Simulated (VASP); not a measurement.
# KCdCO3F (P-6m2) in VASP: settings compared, part 2 of 3

VASP 6.6.1. Earlier steps stand in the parts before.

## Step 3: Single point, PBE

This run uses another cell than the first one, of 14.63 Å³/atom.

Contents of INCAR:

```
PREC = Accurate ; ENCUT = 520
EDIFF = 1E-7 ; ISMEAR = -1
SIGMA = 0.02 ; LREAL = F
LASPH = T ; NELM = 60
ALGO = Normal ; ISIF = 2
LWAVE = F ; LCHARG = F
GGA = PE ; NBANDS = 34
```

Contents of KPOINTS:

```
regular mesh
0
Gamma
  6 6 6
```

Contents of POSCAR:

```
KCdCO3F
1.0
    5.1325979432      0.0000000000      0.0000000000
   -2.5662989716      4.4449602062      0.0000000000
    0.0000000000      0.0000000000      4.4887016481
K Cd C O F
1 1 1 3 1
Direct
    0.0000000000      0.0000000000      0.0000000000
    0.6666666667      0.3333333333      0.5000000000
    0.3333333333      0.6666666667      0.5000000000
    0.1878722219      0.3757444438      0.5000000000
    0.1878722219      0.8121277781      0.5000000000
    0.6242555562      0.8121277781      0.5000000000
    0.6666666667      0.3333333333      0.0000000000
```

Potentials or basis: VASP PAW PBE potentials, release 64 (K_sv, Cd, C, O, F).

Launch:

```sh
$ cat potpaw_PBE.64/K_sv/POTCAR potpaw_PBE.64/Cd/POTCAR potpaw_PBE.64/C/POTCAR potpaw_PBE.64/O/POTCAR potpaw_PBE.64/F/POTCAR > POTCAR
$ mpirun -np 1 vasp_std > vasp.out
```

OUTCAR:

```text
PREC = Accurate
   ENCUT = 520
   EDIFF = 1E-7
   ISMEAR = -1
   LREAL = F
   LASPH = T
   NELM = 60
   ISIF = 2
   GGA = PE

 ion  position               nearest neighbor table
   1  0.000  0.000  0.000-   4 2.80   4 2.80   6 2.80   5 2.80   5 2.80   6 2.80   2 3.72   2 3.72
                             2 3.72   2 3.72   2 3.72   2 3.72
   2  0.667  0.333  0.500-   7 2.24   7 2.24   6 2.57   4 2.57   5 2.57   5 2.57   6 2.57   4 2.57
                             1 3.72   1 3.72   1 3.72   1 3.72   1 3.72   1 3.72
   3  0.333  0.667  0.500-   5 1.29   4 1.29   6 1.29
   4  0.188  0.376  0.500-   3 1.29   2 2.57   2 2.57   1 2.80   1 2.80
   5  0.188  0.812  0.500-   3 1.29   2 2.57   2 2.57   1 2.80   1 2.80
   6  0.624  0.812  0.500-   3 1.29   2 2.57   2 2.57   1 2.80   1 2.80
   7  0.667  0.333  0.000-   2 2.24   2 2.24

  LATTYP: Found a hexagonal cell.
 ALAT       =     5.1325979432
 C/A-ratio  =     0.8745476848

  Lattice vectors:

 A1 = (   5.1325979432,   0.0000000000,   0.0000000000)
 A2 = (  -2.5662989716,   4.4449602062,   0.0000000000)
 A3 = (   0.0000000000,   0.0000000000,   4.4887016481)

Analysis of symmetry for initial positions (statically):
=====================================================================
 Subroutine PRICEL returns:
 Original cell was already a primitive cell.

 Routine SETGRP: Setting up the symmetry group for a
 hexagonal supercell.

 Subroutine GETGRP returns: Found 12 space group operations
 (whereof 12 operations were pure point group operations)
 out of a pool of 24 trial point group operations.

The static configuration has the point symmetry D_3h.

Analysis of symmetry for dynamics (positions and initial velocities):
=====================================================================
 Subroutine PRICEL returns:
 Original cell was already a primitive cell.

 Routine SETGRP: Setting up the symmetry group for a
 hexagonal supercell.

 Subroutine GETGRP returns: Found 12 space group operations
 (whereof 12 operations were pure point group operations)
 out of a pool of 24 trial point group operations.

The dynamic configuration has the point symmetry D_3h.

 Subroutine INISYM returns: Found 12 space group operations
 (whereof 12 operations are pure point group operations),
 and found     1 'primitive' translations

----------------------------------------------------------------------------------------

                                     Primitive cell

  volume of cell :     102.4061

  direct lattice vectors                    reciprocal lattice vectors
     5.132597943  0.000000000  0.000000000     0.194833106  0.112486946  0.000000000
    -2.566298972  4.444960206  0.000000000     0.000000000  0.224973893  0.000000000
     0.000000000  0.000000000  4.488701648     0.000000000  0.000000000  0.222781570

  length of vectors
     5.132597943  5.132597943  4.488701648     0.224973893  0.224973893  0.222781570

  position of ions in fractional coordinates (direct lattice)
     0.000000000  0.000000000  0.000000000
     0.666666667  0.333333333  0.500000000
     0.333333333  0.666666667  0.500000000
     0.187872222  0.375744444  0.500000000
     0.187872222  0.812127778  0.500000000
     0.624255556  0.812127778  0.500000000
[... 43 lines left out ...]
  0.500000  0.000000  0.000000      3.000000
  0.166667  0.166667  0.000000      6.000000
  0.333333  0.166667  0.000000     12.000000
[... 16 lines left out ...]
  0.166667  0.000000  0.500000      6.000000
  0.333333  0.000000  0.500000      6.000000
 [... further k-points ...]
   k-points           NKPTS =     28   k-points in BZ     NKDIM =     28   number of bands    NBANDS=     34
   number of dos      NEDOS =    301   number of ions     NIONS =      7
   total plane-waves  NPLWV =  57600
   dimension x,y,z NGX =    40 NGY =   40 NGZ =   36
   dimension x,y,z NGXF=    80 NGYF=   80 NGZF=   72
   ions per type =               1   1   1   3   1
   NGX,Y,Z   is equivalent  to a cutoff of  12.96, 12.96, 13.33 a.u.
   NGXF,Y,Z  is equivalent  to a cutoff of  25.91, 25.91, 26.67 a.u.
 SYSTEM =  unknown system
   PREC   = accura    normal or accurate (medium, high low for compatibility)
   ISTART =      0    job   : 0-new  1-cont  2-samecut
   ICHARG =      2    charge: 1-file 2-atom 10-const
   ISPIN  =      1    spin polarized calculation?
   LNONCOLLINEAR =      F non collinear calculations
   LSORBIT =      F    spin-orbit coupling
   LASPH  =      T    aspherical Exc in radial PAW
   ENCUT  =  520.0 eV  38.22 Ry    6.18 a.u.   9.54  9.54  8.35*2*pi/ulx,y,z
   NELM   =     60;   NELMIN=  2; NELMDL= -5     # of ELM steps
   EDIFF  = 0.1E-06   stopping-criterion for ELM
   LREAL  =      F    real-space projection
   EDIFFG = 0.1E-05   stopping-criterion for IOM
   NSW    =      0    number of steps for IOM
   IBRION =     -1    ionic relax: 0-MD 1-quasi-New 2-CG
   NFREE  =      0    steps in history (QN), initial steepest desc. (CG)
   ISIF   =      2    stress and relaxation
   ISYM   =      2    0-nonsym 1-usesym 2-fastsym
   POTIM  = 0.5000    time-step for ionic-motion
   TEBEG  =    0.0;   TEEND  =   0.0 temperature during run
   PSTRESS=    0.0 pullay stress
   NELECT =      50.0000    total number of electrons
   NUPDOWN=      -1.0000    fix difference up-down
   EMIN   =  10.00;   EMAX   =-10.00  energy-range for DOS
   EFERMI =   0.00;   METHOD = LEGACY
   ISMEAR =    -1;   SIGMA  =   0.02  broadening in eV -4-tet -1-fermi 0-gaus
   EFERMI_NEDOS =   21; number of points for ismear=-14 and -15
   IALGO  =     38    algorithm
   IMIX   =      4    mixing-type and parameters
     AMIX     =   0.40;   BMIX     =  1.00
     AMIX_MAG =   1.60;   BMIX_MAG =  1.00
  volume/ion in A,a.u.               =      14.63        98.72
  Fermi-wavevector in a.u.,A,eV,Ry     =   1.289109  2.436062 22.610179  1.661801
  Thomas-Fermi vector in A             =   2.421022
   LORBIT       =      0    0 simple, 1 ext, 2 COOP (PROOUT), +10 PAW based schemes
   GGA     = PE    functional components
   LHFCALC =     F    Hartree Fock is set to
   AEXX    =    0.0000 exact exchange contribution
   IVDW    =     0    specifies the selected vdW correction
   LEPSILON=     F    determine dielectric tensor
   LRPA    =     F    only Hartree local field effects (RPA)
 non-spin polarized calculation
  energy-cutoff  :      520.00
  volume of cell :      102.41
 maximum number of plane-waves:      2813
 NGX is ok and might be reduce to    40
   NGX = 19   NGY = 19   NGZ = 17

 number of electron      50.0000003 magnetization

 Free energy of the ion-electron system (eV)
  ---------------------------------------------------
  ext. energy  EPLUGINS =         0.00000000
  ---------------------------------------------------
  free energy    TOTEN  =       -39.82329437 eV

  energy without entropy =      -39.82329437  energy(sigma->0) =      -39.82329437

 E-fermi :   0.3882     XC(G=0):  -9.2192

 val. band max:       -0.0832480471   @ k =   0.0000   0.0000   0.5000
 cond. band min:       1.6669969433   @ k =   0.0000   0.0000   0.0000
 fundamental gap:      1.7502449903
 Fermi energy:         0.3881545365

 k-point     1 :       0.0000    0.0000    0.0000
  band No.  band energies     occupation
      1     -27.8404      2.00000
      2     -21.9129      2.00000
      3     -21.7089      2.00000
      4     -18.6303      2.00000
      5     -18.6303      2.00000
      6     -11.3883      2.00000
[... 877 lines left out ...]
     33      10.1653      0.00000
     34      10.5388      0.00000

 [... further k-points ...]

------------------------ aborting loop because EDIFF is reached ----------------------------------------

  FORCE on cell =-STRESS in cart. coord.  units (eV):
  Direction    XX          YY          ZZ          XY          YZ          ZX
  --------------------------------------------------------------------------------------
  -------------------------------------------------------------------------------------
  Total        0.5892723      0.5892723      0.2214326      0.0000000     -0.0000000      0.0000000
  in kB        9.2193596      9.2193596      3.4643854      0.0000000     -0.0000000      0.0000000
  external PRESSURE =       7.3010349 kB  Pullay stress =       0.0000000 kB

 VOLUME and BASIS-vectors are now :
 -----------------------------------------------------------------------------
  energy-cutoff  :      520.00
  volume of cell :      102.41
      direct lattice vectors                 reciprocal lattice vectors
     5.132597943  0.000000000  0.000000000     0.194833106  0.112486946  0.000000000
    -2.566298972  4.444960206  0.000000000     0.000000000  0.224973893  0.000000000
     0.000000000  0.000000000  4.488701648     0.000000000  0.000000000  0.222781570

 POSITION                                       TOTAL-FORCE (eV/Angst)
 -----------------------------------------------------------------------------------
      0.00000      0.00000      0.00000         0.000000     -0.000000     -0.000000
      2.56630      1.48165      2.24435         0.000000     -0.000000     -0.000000
     -0.00000      2.96331      2.24435         0.000000     -0.000000     -0.000000
      0.00000      1.67017      2.24435         0.000000     -0.258456     -0.000000
     -1.11989      3.60988      2.24435        -0.223829      0.129228      0.000000
      1.11989      3.60988      2.24435         0.223829      0.129228      0.000000
      2.56630      1.48165      0.00000         0.000000     -0.000000     -0.000000
 -----------------------------------------------------------------------------------
    total drift:                               -0.000002      0.000001      0.000000

  FREE ENERGIE OF THE ION-ELECTRON SYSTEM (eV)
  ---------------------------------------------------
  free  energy   TOTEN  =       -39.8232943700 eV

  energy  without entropy=      -39.8232943700  energy(sigma->0) =      -39.82329437
```

It took 2.9 min on 1 thread of Oxide Virtual Turin-like, shared host; peak memory 0.26 GiB.

What came out:

```yaml
Free_energy: -39.8233 eV
Pressure: 0.7 GPa
Largest_force: 0.258 eV/Å
Band_gap_on_the_k_mesh: 1.75 eV
```

Forces on the atoms (eV/Å):
```
K    0.000  0.000  0.000
Cd   0.000  0.000  0.000
C    0.000  0.000  0.000
O    0.000 -0.258  0.000
O   -0.224  0.129  0.000
O    0.224  0.129  0.000
F    0.000  0.000  0.000
```

A k mesh can miss the band edges. As with any semilocal functional, this PBE gap is likely too small.

## Step 4: Single point, r2SCAN

Contents of POSCAR:

```
KCdCO3F
1.0
    5.0419290544      0.0000000000      0.0000000000
   -2.5209645272      4.3664386452      0.0000000000
    0.0000000000      0.0000000000      4.4240642674
K Cd C O F
1 1 1 3 1
Direct
    0.0000000000      0.0000000000      0.0000000000
    0.6666666667      0.3333333333      0.5000000000
    0.3333333333      0.6666666667      0.5000000000
    0.1864134964      0.3728269928      0.5000000000
    0.1864134964      0.8135865036      0.5000000000
    0.6271730072      0.8135865036      0.5000000000
    0.6666666667      0.3333333333      0.0000000000
```

Contents of INCAR.step1:

```
SYSTEM = KCdCO3F
ALGO = Normal
EDIFF = 1E-4
ENCUT = 520
GGA = PE
ISMEAR = -1
LASPH = .True.
LCHARG = .False.
LREAL = .False.
LWAVE = .True.
NBANDS = 34
NELM = 80
PREC = Accurate
SIGMA = 0.02
```

Contents of INCAR.step2:

```
SYSTEM = KCdCO3F
ALGO = Normal
EDIFF = 1E-7
ENCUT = 520
ISIF = 2
ISMEAR = -1
ISTART = 1
LASPH = .True.
LCHARG = .True.
LELF = .True.
LMIXTAU = .True.
LREAL = .False.
LVHAR = .True.
LWAVE = .False.
METAGGA = R2SCAN
NBANDS = 34
NELM = 80
PREC = Accurate
SIGMA = 0.02
```

Contents of KPOINTS:

```
k-points
0
Gamma
  6 6 6
  0 0 0
```

Potentials or basis: VASP PAW PBE potentials, release 64 (K_sv, Cd, C, O, F).

Launch:

```sh
$ cat potpaw_PBE.64/K_sv/POTCAR potpaw_PBE.64/Cd/POTCAR potpaw_PBE.64/C/POTCAR potpaw_PBE.64/O/POTCAR potpaw_PBE.64/F/POTCAR > POTCAR
$ cp INCAR.step1 INCAR
$ mpirun -np 1 vasp_std > vasp.out
$ cp INCAR.step2 INCAR
$ mpirun -np 1 vasp_std > vasp.out
```

OUTCAR:

```text
SYSTEM = KCdCO3F
   EDIFF = 1E-7
   ENCUT = 520
   ISIF = 2
   ISMEAR = -1
   ISTART = 1
   LASPH = .True.
   LREAL = .False.
   METAGGA = R2SCAN
   NELM = 80
   PREC = Accurate

 ion  position               nearest neighbor table
   1  0.000  0.000  0.000-   5 2.75   6 2.75   5 2.75   6 2.75   4 2.75   4 2.75   2 3.66   2 3.66
                             2 3.66   2 3.66   2 3.66   2 3.66
   2  0.667  0.333  0.500-   7 2.21   7 2.21   4 2.53   6 2.53   5 2.53   5 2.53   4 2.53   6 2.53
                             3 2.91   3 2.91   3 2.91   1 3.66   1 3.66   1 3.66   1 3.66   1 3.66
   3  0.333  0.667  0.500-   5 1.28   6 1.28   4 1.28   2 2.91   2 2.91   2 2.91
   4  0.186  0.373  0.500-   3 1.28   2 2.53   2 2.53   1 2.75   1 2.75
[... 1102 lines left out ...]
  in kB       14.3604028     14.3604028      4.4415622     -0.0000000      0.0000000      0.0000000
  external PRESSURE =      11.0541226 kB  Pullay stress =       0.0000000 kB

 VOLUME and BASIS-vectors are now :
 -----------------------------------------------------------------------------
  energy-cutoff  :      520.00
  volume of cell :       97.40
      direct lattice vectors                 reciprocal lattice vectors
     5.041929054  0.000000000  0.000000000     0.198336785  0.114509796  0.000000000
    -2.520964527  4.366438645  0.000000000     0.000000000  0.229019593  0.000000000
     0.000000000  0.000000000  4.424064267     0.000000000  0.000000000  0.226036499

 POSITION                                       TOTAL-FORCE (eV/Angst)
 -----------------------------------------------------------------------------------
      0.00000      0.00000      0.00000        -0.000000      0.000000      0.000000
      2.52096      1.45548      2.21203        -0.000000      0.000000      0.000000
     -0.00000      2.91096      2.21203        -0.000000      0.000000      0.000000
      0.00000      1.62793      2.21203        -0.000000     -0.357151      0.000000
     -1.11114      3.55248      2.21203        -0.309302      0.178575     -0.000000
      1.11114      3.55248      2.21203         0.309302      0.178575     -0.000000
      2.52096      1.45548      0.00000        -0.000000     -0.000000      0.000000
 -----------------------------------------------------------------------------------
    total drift:                               -0.000007      0.000004      0.000000

  FREE ENERGIE OF THE ION-ELECTRON SYSTEM (eV)
  ---------------------------------------------------
  free  energy   TOTEN  =       -70.2846896918 eV

  energy  without entropy=      -70.2846896918  energy(sigma->0) =      -70.28468969
```

OUTCAR.step1:

```text
SYSTEM = KCdCO3F
   EDIFF = 1E-4
   ENCUT = 520
   GGA = PE
   ISMEAR = -1
   LASPH = .True.
   LREAL = .False.
   NELM = 80
[... 1129 lines left out ...]
     -1.11114      3.55248      2.21203        -0.628197      0.362690      0.000000
      1.11114      3.55248      2.21203         0.628197      0.362690      0.000000
      2.52096      1.45548      0.00000         0.000000     -0.000000     -0.000000
 -----------------------------------------------------------------------------------
    total drift:                               -0.000005      0.000003      0.000000

  FREE ENERGIE OF THE ION-ELECTRON SYSTEM (eV)
  ---------------------------------------------------
  free  energy   TOTEN  =       -39.7482659976 eV

  energy  without entropy=      -39.7482659976  energy(sigma->0) =      -39.74826600
```

OSZICAR.step1:

```text
N       E                     dE             d eps       ncg     rms          rms(c)
DAV:   1     0.409325168559E+03    0.40933E+03   -0.27228E+04  1904   0.145E+03
DAV:   2    -0.170939328108E+02   -0.42642E+03   -0.40777E+03  2206   0.384E+02
DAV:   3    -0.440402621659E+02   -0.26946E+02   -0.26784E+02  2324   0.100E+02
DAV:   4    -0.447640612916E+02   -0.72380E+00   -0.72278E+00  3200   0.133E+01
DAV:   5    -0.447676905818E+02   -0.36293E-02   -0.36286E-02  2326   0.980E-01    0.148E+01
DAV:   6    -0.398045446760E+02    0.49631E+01   -0.15103E+01  2304   0.412E+01    0.853E+00
DAV:   7    -0.397924115106E+02    0.12133E-01   -0.21473E+00  2232   0.962E+00    0.560E+00
DAV:   8    -0.397638342998E+02    0.28577E-01   -0.51388E-01  2298   0.469E+00    0.106E+00
DAV:   9    -0.397464092256E+02    0.17425E-01   -0.13266E-01  2408   0.285E+00    0.476E-01
DAV:  10    -0.397475354484E+02   -0.11262E-02   -0.15857E-02  2120   0.947E-01    0.185E-01
DAV:  11    -0.397479121786E+02   -0.37673E-03   -0.13068E-03  2166   0.227E-01    0.756E-02
DAV:  12    -0.397482203015E+02   -0.30812E-03   -0.26075E-04  1758   0.117E-01    0.317E-02
DAV:  13    -0.397482659976E+02   -0.45696E-04   -0.45462E-05  1408   0.615E-02
   1 F= -.39748266E+02 E0= -.39748266E+02  d E =-.699398E-13
```

Wall time 13 min (1 thread of Oxide Virtual Turin-like, shared host); peak memory 0.28 GiB.

What came out:

| Quantity | Value |
| --- | --- |
| Free energy | -70.2847 eV |
| Pressure | 1.1 GPa |
| Largest force | 0.357 eV/Å |
| Band gap on the k mesh | 2.64 eV |

Forces in eV/Å, atoms in the order of the input:
```
K    0.000  0.000  0.000
Cd   0.000  0.000  0.000
C    0.000  0.000  0.000
O    0.000 -0.357  0.000
O   -0.309  0.179  0.000
O    0.309  0.179  0.000
F    0.000  0.000  0.000
```

Stress tensor (GPa, compression positive):
```
1.44 0.00 0.00
0.00 1.44 0.00
0.00 0.00 0.44
```

Levels at points of the mesh, in eV from the valence-band top:
```tsv
k point	band 23	band 24	band 25	band 26	band 27	band 28
(0.00, 0.00, 0.00)	-1.51	-1.51	0.00	2.64	6.60	6.85
(0.50, 0.00, 0.00)	-1.49	-1.45	-0.11	4.91	6.59	6.64
(0.00, 0.00, 0.50)	-1.43	-1.43	0.00	4.96	5.90	6.90
(0.50, 0.00, 0.50)	-1.38	-1.33	-0.11	6.48	6.71	7.74
```

Caveat: the PAW data sets were made with another functional, which shifts forces and pressure a little.

## Step 5: Single point, r2SCAN

POSCAR is that of step 4.

Contents of INCAR.step1:

```
ALGO = Normal
EDIFF = 1E-4
ENCUT = 520
GGA = PE
ISMEAR = 0
LASPH = True
LCHARG = False
LREAL = False
LWAVE = True
NBANDS = 34
NELM = 80
PREC = Accurate
SIGMA = 0.01
```

Contents of INCAR.step2:

```
ALGO = Normal
EDIFF = 1E-6
ENCUT = 520
ISIF = 2
ISMEAR = 0
ISTART = 1
LASPH = True
LCHARG = False
LMIXTAU = True
LREAL = False
LWAVE = False
METAGGA = R2SCAN
NBANDS = 34
NELM = 80
PREC = Accurate
SIGMA = 0.01
```

Contents of KPOINTS:

```
k-points
0
Gamma
  6 6 6
```

Launch:

```sh
$ cat potpaw_PBE.64/K_sv/POTCAR potpaw_PBE.64/Cd/POTCAR potpaw_PBE.64/C/POTCAR potpaw_PBE.64/O/POTCAR potpaw_PBE.64/F/POTCAR > POTCAR
$ cp INCAR.step1 INCAR
$ mpirun -np 1 vasp_std > vasp.out
$ cp INCAR.step2 INCAR
$ mpirun -np 1 vasp_std > vasp.out
```

Wall time 11 min (1 thread of Oxide Virtual Turin-like, shared host); peak memory 0.27 GiB.

It converged, with:

| Quantity | Value |
| --- | --- |
| Free energy | -70.2847 eV |
| Pressure | 1.1 GPa |
| Largest force | 0.357 eV/Å |
| Band gap on the k mesh | 2.64 eV |

Forces on the atoms (eV/Å):
```
K    0.000  0.000  0.000
Cd   0.000  0.000  0.000
C    0.000  0.000  0.000
O    0.000 -0.357  0.000
O   -0.309  0.179  0.000
O    0.309  0.179  0.000
F    0.000  0.000  0.000
```

Stress tensor (GPa, compression positive):
```
1.44 0.00 0.00
0.00 1.44 0.00
0.00 0.00 0.45
```

Levels at points of the mesh, in eV from the valence-band top:
```tsv
k point	band 22	band 23	band 24	band 25	band 26	band 27	band 28	band 29
(0.00, 0.00, 0.00)	-1.77	-1.51	-1.51	0.00	2.64	6.60	6.85	9.73
(0.50, 0.00, 0.00)	-2.00	-1.49	-1.45	-0.11	4.91	6.59	6.64	9.43
(0.00, 0.00, 0.50)	-1.91	-1.43	-1.43	0.00	4.96	5.90	6.90	10.10
(0.50, 0.00, 0.50)	-1.75	-1.38	-1.33	-0.11	6.48	6.71	7.74	8.79
```

Caveat: the PAW data sets were made with another functional, which shifts forces and pressure a little. r2SCAN opens gaps a little over a GGA but as a rule still falls short of measured ones.

[end of part 2 of 3]
